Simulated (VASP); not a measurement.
TaN:

```
Ta N
1.0
     5.18500    0.00000    0.00000
    -2.59250    4.49034    0.00000
     0.00000    0.00000    2.90800
Ta N
3 3
Direct
  0.00000 0.00000 0.00000
  0.33333 0.66667 0.50000
  0.66667 0.33333 0.50000
  0.50000 0.00000 0.00000
  0.50000 0.50000 0.00000
  0.00000 0.50000 0.00000
```

Base run:

```yaml
Program: VASP 6.6.1
Functional: LDA
Potentials_or_basis: VASP PAW LDA potentials, release 64 (Ta_sv_GW, N)
Cutoff: 700 eV
k_mesh: 4 × 4 × 7
Occupations: gaussian, width 0.05 eV
Spin: collinear spin
Starting_moments: "[1.0, 1.0, 1.0, 0.0, 0.0, 0.0] μB"
Fixed_moment: 3 μB
Hubbard_terms: Ta d U = 4.0 eV
```

Its results: pressure 16.1 GPa; net moment 3.00 μB per cell.

The run is repeated on the same cell with these changes: fixed moment from 3 μB to none; moments at the start from [1.0, 1.0, 1.0, 0.0, 0.0, 0.0] to [2.0, 2.0, 2.0, 0.0, 0.0, 0.0]. What comes out?

Pressure 8.6 GPa; net moment 0.00 μB per cell.

Caveats: the stress differs along the axes, from 12 to 24 GPa (at least some runs); the total moment is fixed, so each spin has its own Fermi level and the state may be an excited one (at least some runs); the cell stands under pressure (at least some runs).
